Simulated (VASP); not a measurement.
# CO2 (P4_2/mnm) in VASP: notebook, part 2 of 2

VASP 6.6.1.

## 4. Relaxation of shape and atoms at fixed volume, PBE+D3(BJ) (15.23 Å³/atom)

This run uses another cell than the first one, of 15.23 Å³/atom.

Contents of INCAR:

```
PREC = Accurate ; ENCUT = 600
EDIFF = 1E-7 ; ISMEAR = 0
SIGMA = 0.02 ; LREAL = False
LASPH = True ; NELM = 60
ALGO = Normal ; ISIF = 4
LWAVE = False ; LCHARG = False
GGA = PE ; IVDW = 12
IBRION = 2 ; NSW = 50
EDIFFG = -0.01
```

Contents of KPOINTS:

```
Automatic mesh
0
Gamma
  6 6 6
```

Contents of POSCAR:

```
CO2
1.0
    4.3819755671      0.0000000000      0.0000000000
    0.0000000000      4.3819755671      0.0000000000
    0.0000000000      0.0000000000      4.7604024885
C O
2 4
Direct
    0.5000000000      0.5000000000      0.5000000000
    0.0000000000      0.0000000000      0.0000000000
    0.3132525035      0.6867474965      0.5000000000
    0.6867474965      0.3132525035      0.5000000000
    0.1867474965      0.1867474965      0.0000000000
    0.8132525035      0.8132525035      0.0000000000
```

Potentials or basis: VASP PAW PBE potentials, release 64 (C, O).

Command:

```console
$ cat potpaw_PBE.64/C/POTCAR potpaw_PBE.64/O/POTCAR > POTCAR
$ mpirun -np 1 vasp_std > vasp.out
```

OUTCAR:

```text
PREC = Accurate
   ENCUT = 600
   EDIFF = 1E-7
   ISMEAR = 0
   LREAL = False
   LASPH = True
   NELM = 60
   ISIF = 4
   GGA = PE
   IVDW = 12
   IBRION = 2
   NSW = 50
   EDIFFG = -0.01
 IVDW          = 12

 ion  position               nearest neighbor table
   1  0.500  0.500  0.500-   3 1.16   4 1.16
   2  0.000  0.000  0.000-   5 1.16   6 1.16
   3  0.313  0.687  0.500-   1 1.16
   4  0.687  0.313  0.500-   1 1.16
   5  0.187  0.187  0.000-   2 1.16
   6  0.813  0.813  0.000-   2 1.16

  LATTYP: Found a simple tetragonal cell.
 ALAT       =     4.3819755671
 C/A-ratio  =     1.0863598885

  Lattice vectors:

 A1 = (   4.3819755671,   0.0000000000,   0.0000000000)
 A2 = (   0.0000000000,   4.3819755671,   0.0000000000)
 A3 = (   0.0000000000,   0.0000000000,   4.7604024885)

Analysis of symmetry for initial positions (statically):
=====================================================================
 Subroutine PRICEL returns:
 Original cell was already a primitive cell.

 Routine SETGRP: Setting up the symmetry group for a
 simple tetragonal supercell.

 Subroutine GETGRP returns: Found 16 space group operations
 (whereof  8 operations were pure point group operations)
 out of a pool of 16 trial point group operations.

The static configuration has the point symmetry D_2h.
 The point group associated with its full space group is D_4h.

Analysis of symmetry for dynamics (positions and initial velocities):
=====================================================================
 Subroutine PRICEL returns:
 Original cell was already a primitive cell.

 Routine SETGRP: Setting up the symmetry group for a
 simple tetragonal supercell.

 Subroutine GETGRP returns: Found 16 space group operations
 (whereof  8 operations were pure point group operations)
[... 108 lines left out ...]
   LASPH  =      T    aspherical Exc in radial PAW
   ENCUT  =  600.0 eV  44.10 Ry    6.64 a.u.   8.75  8.75  9.51*2*pi/ulx,y,z
   NELM   =     60;   NELMIN=  2; NELMDL= -5     # of ELM steps
   EDIFF  = 0.1E-06   stopping-criterion for ELM
   LREAL  =      F    real-space projection
   EDIFFG = -.1E-01   stopping-criterion for IOM
   NSW    =     50    number of steps for IOM
   IBRION =      2    ionic relax: 0-MD 1-quasi-New 2-CG
   NFREE  =      1    steps in history (QN), initial steepest desc. (CG)
   ISIF   =      4    stress and relaxation
   ISYM   =      2    0-nonsym 1-usesym 2-fastsym
   POTIM  = 0.5000    time-step for ionic-motion
   TEBEG  =    0.0;   TEEND  =   0.0 temperature during run
   PSTRESS=    0.0 pullay stress
   NELECT =      32.0000    total number of electrons
   NUPDOWN=      -1.0000    fix difference up-down
   EMIN   =  10.00;   EMAX   =-10.00  energy-range for DOS
   EFERMI =   0.00;   METHOD = LEGACY
   ISMEAR =     0;   SIGMA  =   0.02  broadening in eV -4-tet -1-fermi 0-gaus
   EFERMI_NEDOS =   21; number of points for ismear=-14 and -15
   IALGO  =     38    algorithm
   IMIX   =      4    mixing-type and parameters
     AMIX     =   0.40;   BMIX     =  1.00
     AMIX_MAG =   1.60;   BMIX_MAG =  1.00
  volume/ion in A,a.u.               =      15.23       102.81
  Fermi-wavevector in a.u.,A,eV,Ry     =   1.153799  2.180365 18.112797  1.331253
  Thomas-Fermi vector in A             =   2.290441
   LORBIT       =      0    0 simple, 1 ext, 2 COOP (PROOUT), +10 PAW based schemes
   GGA     = PE    functional components
   LHFCALC =     F    Hartree Fock is set to
   AEXX    =    0.0000 exact exchange contribution
   IVDW    =    12    specifies the selected vdW correction
   LEPSILON=     F    determine dielectric tensor
   LRPA    =     F    only Hartree local field effects (RPA)
 conjugate gradient relaxation of ions
 non-spin polarized calculation
 Gauss-broadening in eV      SIGMA  =   0.02
  energy-cutoff  :      600.00
  volume of cell :       91.41
 maximum number of plane-waves:      3088
 NGX is ok and might be reduce to    36
   NGX = 17   NGY = 17   NGZ = 19

--------------------------------------- Ionic step        1  -------------------------------------------

 number of electron      32.0000015 magnetization

 Free energy of the ion-electron system (eV)
  ---------------------------------------------------
  ext. energy  EPLUGINS =         0.00000000
  ---------------------------------------------------
  free energy    TOTEN  =       -46.01144301 eV

  energy without entropy =      -46.01144301  energy(sigma->0) =      -46.01144301

------------------------ aborting loop because EDIFF is reached ----------------------------------------

 Edisp (eV)   -0.40312

 E8    (eV) :    -0.1026
[... 123 lines left out ...]
--------------------------------------- Ionic step        4  -------------------------------------------

 number of electron      32.0000015 magnetization

 Free energy of the ion-electron system (eV)
  ---------------------------------------------------
  ext. energy  EPLUGINS =         0.00000000
  ---------------------------------------------------
  free energy    TOTEN  =       -46.07556238 eV

  energy without entropy =      -46.07556238  energy(sigma->0) =      -46.07556238

 E-fermi :  -3.5048     XC(G=0):  -7.7172

 val. band max:       -3.6793351406   @ k =   0.5000   0.5000   0.5000
 cond. band min:       2.8148821180   @ k =   0.0000   0.0000   0.0000
 fundamental gap:      6.4942172586
 Fermi energy:        -3.5047683390

 k-point     1 :       0.0000    0.0000    0.0000
  band No.  band energies     occupation
      1     -24.2946      2.00000
      2     -24.0642      2.00000
      3     -23.1285      2.00000
      4     -23.1285      2.00000
      5      -9.1318      2.00000
      6      -8.8290      2.00000
[... 541 lines left out ...]
     19       4.6507      0.00000
     20       4.6507      0.00000

 [... further k-points ...]

------------------------ aborting loop because EDIFF is reached ----------------------------------------

 Edisp (eV)   -0.40369

 E8    (eV) :    -0.1028
[... 29 lines left out ...]
  FREE ENERGIE OF THE ION-ELECTRON SYSTEM (eV)
  ---------------------------------------------------
  free  energy   TOTEN  =       -46.4792517911 eV

  energy  without entropy=      -46.4792517911  energy(sigma->0) =      -46.47925179

 reached required accuracy - stopping structural energy minimisation
```

OSZICAR:

```text
N       E                     dE             d eps       ncg     rms          rms(c)
DAV:   1     0.224815602352E+03    0.22482E+03   -0.18263E+04  1600   0.162E+03
DAV:   2    -0.344779851262E+02   -0.25929E+03   -0.25118E+03  2280   0.342E+02
DAV:   3    -0.491940940024E+02   -0.14716E+02   -0.14658E+02  1856   0.897E+01
DAV:   4    -0.493897203734E+02   -0.19563E+00   -0.19505E+00  2064   0.110E+01
[... 37 lines left out ...]
DAV:   1    -0.460755745728E+02   -0.22239E-03   -0.12938E-02  1616   0.987E-01    0.476E-02
DAV:   2    -0.460755724490E+02    0.21238E-05   -0.36123E-04  1848   0.155E-01    0.228E-02
DAV:   3    -0.460755632490E+02    0.91999E-05   -0.16544E-05  1892   0.359E-02    0.112E-02
DAV:   4    -0.460755624780E+02    0.77108E-06   -0.55764E-06  1868   0.185E-02    0.465E-03
DAV:   5    -0.460755623845E+02    0.93424E-07   -0.38895E-07  1692   0.481E-03
   4 F= -.46479252E+02 E0= -.46479252E+02  d E =-.646915E-01
```

Wall time 85 s (1 thread of Intel Xeon 6975P-C (Granite Rapids), shared host); peak memory 0.25 GiB.

Results:

| Item | Value |
| --- | --- |
| Free energy | -46.4793 eV |
| Energy gained by relaxing | 10.8 meV/atom |
| Ionic steps | 4 |
| Pressure after relaxing | -0.2 GPa |
| Largest force after relaxing | 0.009 eV/Å |
| Band gap on the k mesh | 6.49 eV (least direct gap 6.86 eV) |
| Dispersion energy per atom | -0.067 eV |

Forces in eV/Å, atoms in the order of the input:
```
C    0.000  0.000  0.000
C    0.000  0.000  0.000
O    0.007 -0.007  0.000
O   -0.007  0.007  0.000
O   -0.007 -0.007  0.000
O    0.007  0.007  0.000
```

Step by step:
```
step  energy change (eV)  largest force (eV/Å)  pressure (GPa)  volume (Å³)
   1              0.0000                1.9037            4.88        91.41
   2              1.2851                6.7782          -19.66        91.41
   3             -0.0645                0.0963           -0.43        91.41
   4             -0.0647                0.0093           -0.19        91.41
```

Final structure:
```yaml
crystal:
  lattice:
    - [4.39010, 0.00000, 0.00000]
    - [0.00000, 4.39010, 0.00000]
    - [0.00000, 0.00000, 4.74281]
  atoms:
    - { symbol: C, position: [0.50000, 0.50000, 0.50000] }
    - { symbol: C, position: [0.00000, 0.00000, 0.00000] }
    - { symbol: O, position: [0.31079, 0.68921, 0.50000] }
    - { symbol: O, position: [0.68921, 0.31079, 0.50000] }
    - { symbol: O, position: [0.18921, 0.18921, 0.00000] }
    - { symbol: O, position: [0.81079, 0.81079, 0.00000] }
```

Levels at points of the mesh, in eV from the valence-band top:
```
           k point  band 14  band 15  band 16  band 17  band 18  band 19
(0.00, 0.00, 0.00)    -0.38    -0.37    -0.37     6.49     7.54     7.95
(0.50, 0.00, 0.00)    -0.41    -0.38    -0.38     8.06     8.06     8.15
(0.50, 0.50, 0.00)    -0.51     0.00     0.00     8.18     8.18     8.24
(0.00, 0.00, 0.50)    -0.77    -0.37    -0.37     7.85     7.85     8.06
(0.50, 0.00, 0.50)    -0.71    -0.19    -0.19     7.92     7.92     8.39
(0.50, 0.50, 0.50)    -0.40     0.00     0.00     7.71     7.71     8.25
```

A k mesh can miss the band edges.

## 5. Relaxation of cell and atoms, PBE+D3(BJ)

This run uses another cell than the first one, of 15.71 Å³/atom.

Contents of INCAR:

```
PREC = Accurate
ENCUT = 600
EDIFF = 1E-6
ISMEAR = 0
SIGMA = 0.02
LREAL = F
LASPH = T
NELM = 80
ALGO = Normal
ISIF = 3
LWAVE = F
LCHARG = F
GGA = PE
IVDW = 12
IBRION = 2
NSW = 100
EDIFFG = -0.005
```

KPOINTS is that of step 4.

POSCAR, as its differences from that of step 4:

```diff
@@ -2,5 +2,5 @@
 1.0
-    4.3819755671      0.0000000000      0.0000000000
-    0.0000000000      4.3819755671      0.0000000000
-    0.0000000000      0.0000000000      4.7604024885
+    4.4266926920      0.0000000000      0.0000000000
+    0.0000000000      4.4266926920      0.0000000000
+    0.0000000000      0.0000000000      4.8089813793
 C O
```

Command:

```console
$ cat potpaw_PBE.64/C/POTCAR potpaw_PBE.64/O/POTCAR > POTCAR
$ mpirun -np 1 vasp_std > vasp.out
```

It took 2.9 min on 1 thread of Intel Xeon 6975P-C (Granite Rapids), shared host; peak memory 0.26 GiB.

Results (log left out):

```yaml
Free_energy: -46.4879 eV
Relaxed_volume: 14.85 Å³/atom
Relaxed_cell: a = 4.358 Å, b = 4.358 Å, c = 4.691 Å, α = 90.00°, β = 90.00°, γ = 90.00°
Space_group_after_relaxing_to_0.1_Å: P4_2/mnm (No. 136)
Energy_gained_by_relaxing: 2.2 meV/atom
Ionic_steps: 12
Pressure_after_relaxing: 0.0 GPa
Band_gap_on_the_k_mesh: 6.51 eV (least direct gap 6.90 eV)
Dispersion_energy_per_atom: -0.069 eV
```

Step by step:
| step | energy change (eV) | largest force (eV/Å) | pressure (GPa) | volume (Å³) |
| --- | --- | --- | --- | --- |
| 1 | 0.0000 | 0.6059 | 1.22 | 94.23 |
| 2 | 0.2280 | 3.1794 | -8.86 | 95.87 |
| 3 | -0.0064 | 0.0000 | -0.36 | 94.46 |
| 4 | -0.0064 | 0.0210 | -0.31 | 94.45 |
| 5 | -0.0064 | 0.0319 | -0.29 | 94.45 |
| 6 | -0.0072 | 0.0315 | -0.27 | 94.12 |
| 7 | -0.0091 | 0.0299 | -0.22 | 93.15 |
| 8 | -0.0120 | 0.0310 | -0.10 | 91.24 |
| 9 | -0.0125 | 0.0471 | 0.27 | 87.48 |
| 10 | -0.0132 | 0.0435 | 0.11 | 89.10 |
| 11 | 0.0049 | 0.9473 | -2.63 | 88.94 |
| 12 | -0.0133 | 0.0016 | -0.01 | 89.09 |

Final structure:
```
C O
1.0
     4.35792    0.00000    0.00000
     0.00000    4.35792    0.00000
     0.00000    0.00000    4.69102
C O
2 4
Direct
  0.50000 0.50000 0.50000
  0.00000 0.00000 0.00000
  0.30945 0.69055 0.50000
  0.69055 0.30945 0.50000
  0.19055 0.19055 0.00000
  0.80945 0.80945 0.00000
```

Levels at points of the mesh, in eV from the valence-band top:
```
           k point  band 12  band 13  band 14  band 15  band 16  band 17  band 18  band 19  band 20
(0.00, 0.00, 0.00)    -3.39    -1.19    -0.40    -0.39    -0.39     6.51     7.50     7.93     7.93
(0.50, 0.00, 0.00)    -3.71    -0.43    -0.43    -0.39    -0.39     8.05     8.05     8.14     8.14
(0.50, 0.50, 0.00)    -3.74    -0.54    -0.54     0.00     0.00     8.18     8.18     8.24     8.24
(0.00, 0.00, 0.50)    -3.71    -0.81    -0.81    -0.39    -0.39     7.85     7.85     8.05     8.05
(0.50, 0.00, 0.50)    -3.44    -0.75    -0.75    -0.20    -0.20     7.90     7.90     8.39     8.39
(0.50, 0.50, 0.50)    -3.72    -0.42    -0.42     0.00     0.00     7.68     7.68     8.25     8.25
```

A k mesh can miss the band edges.

## 6. Summary

| task | cell | gap on the mesh (eV) | pressure (GPa) | relaxed volume (Å³/atom) | largest force (eV/Å) |
| --- | --- | --- | --- | --- | --- |
| relaxation of shape and atoms at fixed volume | relaxed from a = 4.306, b = 4.306, c = 4.625 Å, 6 atoms, atomic positions A | 6.52 | 0.4 | 14.29 | - |
| relaxation of shape and atoms at fixed volume | relaxed from a = 4.346, b = 4.346, c = 4.690 Å, 6 atoms, atomic positions B | 6.51 | 0.1 | 14.76 | 0.01 |
| relaxation of shape and atoms at fixed volume | relaxed from a = 4.382, b = 4.382, c = 4.760 Å, 6 atoms, atomic positions C | 6.49 | -0.2 | 15.23 | 0.01 |
| relaxation of cell and atoms | relaxed from a = 4.427, b = 4.427, c = 4.809 Å, 6 atoms, atomic positions C | 6.51 | 0.0 | 14.85 | - |

Alike in all rows: level PBE+D3(BJ); potentials or basis VASP PAW PBE potentials, release 64 (C, O); no spin polarisation; k mesh 6 × 6 × 6; cutoff (eV) 600; smearing gaussian 0.02 eV.

Absolute energies hang on the potentials; compare differences alone.
